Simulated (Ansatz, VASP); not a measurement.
## TaSi2: VASP beside Ansatz

```xyz
18
Lattice="-4.8057 0.0000 0.0000 -2.4029 -4.1619 0.0000 -0.4806 -0.8324 13.1947" Properties=species:S:1:pos:R:3 pbc="T T T"
Ta   -4.8057   -4.1619    1.0998
Ta   -4.8057   -4.1619    7.6971
Ta   -1.2014   -2.0809    3.2989
Ta   -1.2014   -2.0809    9.8962
Ta   -3.6043   -2.0809   12.0954
Ta   -3.6043   -2.0809    5.4980
Si   -2.4029   -2.8390    1.0998
Si   -2.4029   -2.8390    7.6971
Si   -3.5484   -3.5005    3.2989
Si   -3.5484   -3.5005    9.8962
Si   -1.1456   -0.6614   12.0954
Si   -1.1456   -0.6614    5.4980
Si   -4.8057   -1.3228    1.0998
Si   -4.8057   -1.3228    7.6971
Si   -3.6601   -0.6614    3.2989
Si   -3.6601   -0.6614    9.8962
Si   -6.0630   -3.5005   12.0954
Si   -6.0630   -3.5005    5.4980
```

Alike in both runs: task single point; functional PBE; k mesh 9 × 9 × 3; occupations gaussian, width 0.15 eV; no spin polarisation.

|  | VASP | Ansatz |
| --- | --- | --- |
| version | VASP 6.6.1 | Ansatz 0.2.0 |
| potentials or method | VASP PAW PBE potentials, release 64 (Ta_pv, Si), cutoff 520 eV | scalar-relativistic, plane waves, PAW |
| valence electrons in the cell | 114 | 126 |

|  | VASP | Ansatz | Ansatz less VASP |
| --- | --- | --- | --- |
| gap on the k mesh at the Fermi level (eV) | none | none | - |
| pressure (GPa) | 1.4 | 1.3 | -0.09 |
| traceless stress, the component that is largest in VASP (GPa) | 5.14 | 5.14 | +0.004 |
| rms of the force components (eV/Å) | 0.514 | 0.515 | +0.0012 |

Atom by atom the forces differ by 0.002 eV/Å (rms over components). A gap of «none» marks a metal or a gap that the smearing closes. With one functional, cell and mesh, what is left measures potentials, basis and numerics. VASP's potentials hold 114 valence electrons a cell and Ansatz's 126, so a difference there can come from the potentials and not from the codes.

Spin-orbit coupling is off throughout.
